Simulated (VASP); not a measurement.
Write the native input for VASP 6.6.1 that does the following.

| Quantity | Value |
| --- | --- |
| Task | single point |
| Functional | LDA |
| Potentials or basis | VASP PAW LDA potentials, release 64 (Al) |
| Cutoff | 520 eV |
| k mesh | 15 × 15 × 15 |
| Occupations | fermi-dirac, width 0.1 eV |
| Spin | no spin polarisation |
| Dipole correction | no |
| Further INCAR settings | ALGO = Normal; EDIFF = 1e-07; NBANDS = 8 |

The structure of Al lies in POSCAR:

```
Al
1.0
   -1.5912190000      1.5912190000      1.5912190000
    1.5912190000     -1.5912190000      1.5912190000
    1.5912190000      1.5912190000     -1.5912190000
Al
1
Direct
    0.0000000000      0.0000000000      0.0000000000
```

The input as run:

INCAR

```
PREC = Accurate ; ENCUT = 520
EDIFF = 1E-7 ; ISMEAR = -1
SIGMA = 0.1 ; LREAL = F
LASPH = T ; NELM = 100
ALGO = Normal ; ISIF = 2
LWAVE = F ; LCHARG = F
NBANDS = 8
```

KPOINTS

```
regular mesh
0
Gamma
  15 15 15
```

Potentials or basis: VASP PAW LDA potentials, release 64 (Al).

The run is started by

```bash
$ cat potpaw_LDA.64/Al/POTCAR > POTCAR
$ mpirun -np 1 vasp_std > vasp.out
```

It gave:

```json
{
  "Pressure": "0.5 GPa"
}
```

It took 4.7 s on 1 thread of Intel(R) Xeon(R) Platinum 8375C CPU @ 2.90GHz (Ice Lake), with other jobs on the host, peak memory 0.12 GiB.
